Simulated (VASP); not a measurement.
CdTe, 6 atoms in the cell. The cell holds a slab with vacuum, 6 atoms: a = 4.589 Å, b = 4.589 Å, c = 23.430 Å, α = 90.00°, β = 90.00°, γ = 120.00°. 

```yaml
Program: VASP 6.6.1
Task: single point
Functional: PBEsol
Potentials_or_basis: VASP PAW PBE potentials, release 64 (Te, Cd)
Cutoff: 520 eV
k_mesh: 6 × 6 × 1
Occupations: gaussian, width 0.05 eV
Spin: no spin polarisation
Dipole_correction: yes
Further_INCAR_settings: ALGO = Normal; EDIFF = 1e-06; NBANDS = 36
```

Potentials or basis: VASP PAW PBE potentials, release 64 (Te, Cd).

The run is started by

```console
$ cat potpaw_PBE.64/Te/POTCAR potpaw_PBE.64/Cd/POTCAR > POTCAR
$ mpirun -np 1 vasp_std > vasp.out
```

Hardware: 1 thread of Intel Xeon 8259CL, with other jobs on the host.

**Question.** Estimate the wall time of this run.

**Answer.** It took 9.5 min on 1 thread of Intel Xeon 8259CL, on a shared host, peak memory 0.55 GiB. Counts: scf iterations 41, k points 7.
